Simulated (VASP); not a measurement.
Input of a VASP 6.6.1 run:

The input INCAR:

```
ALGO = Normal
EDIFF = 1E-6
ENCUT = 520
GGA = PE
ISIF = 2
ISMEAR = 0
ISYM = 0
LASPH = T
LCHARG = F
LREAL = F
LWAVE = F
NBANDS = 60
NELM = 100
PREC = Accurate
SIGMA = 0.1
```

Contents of KPOINTS:

```
k-points
0
Gamma
  4 4 4
```

File POSCAR:

```
Ag
1.0
    5.0603971256     -0.3472378335     -0.3144243107
   -0.3585538105      5.0021237230      0.6881455494
   -0.3965859960      0.7065986546      6.4880787177
Ag
9
Direct
    0.8809069593      0.8800914591      0.6342653550
    0.5475735464      0.5467512629      0.9676170618
    0.2142390429      0.2134352634      0.3009458880
    0.4364507006      0.1023206081      0.7453778166
    0.9920100386      0.3245201338      0.8565105376
    0.7697980135      0.4356220185      0.4120685572
    0.3253541715      0.6578788712      0.5231727970
    0.1031343167      0.7689800485      0.0787158023
    0.6586802617      0.9912081918      0.1898153418
```

Potentials or basis: VASP PAW PBE potentials, release 64 (Ag).

The run is started by

```console
$ cat potpaw_PBE.64/Ag/POTCAR > POTCAR
$ mpirun -np 1 vasp_std > vasp.out
```

Problem. What does it give for the pressure?

Solution. -0.2 GPa.

Problem. Predict the band gap on the k mesh.

Solution. Zero (an odd number of electrons rules out a gap without spin polarisation).

Stress tensor (GPa, compression positive):
```
-0.16 -0.03 -0.05
-0.03 -0.38  0.03
-0.05  0.03  0.05
```
